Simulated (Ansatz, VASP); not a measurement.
Te in VASP and in Ansatz

```
CELL_PARAMETERS angstrom
-1.52912 1.52912 1.52912
1.52912 -1.52912 1.52912
1.52912 1.52912 -1.52912
ATOMIC_POSITIONS crystal
Te 0.00000 0.00000 0.00000
```

Change from the starting cell: volume scaled by 0.5, PAW files.

Alike in both runs: task single point; functional PBE; k mesh 14 × 14 × 14; occupations fermi-dirac, width 0.05 eV; no spin polarisation.

```csv
,VASP,Ansatz
version,VASP 6.6.1,Ansatz 0.2.0
potentials or method,"VASP PAW PBE potentials, release 64 (Te)","PAW with Ansatz's default frozen-core files, scalar-relativistic"
plane-wave cutoff (eV),520,420
valence electrons in the cell,6,16
```

VASP gave:

| Quantity | Value |
| --- | --- |
| pressure (GPa) | 190.1 |

Which values does Ansatz return?

Pressure (GPa): 188.1.

Both programs put the cell under a high pressure, so it lies far from rest at this level. With one functional, cell and mesh, what is left measures potentials, basis and numerics. VASP's potentials hold 6 valence electrons a cell and Ansatz's 16, so a difference there can come from the potentials and not from the codes.

Neither program's run includes spin-orbit coupling. Noted on VASP's run: the cell as given lies far from equilibrium.
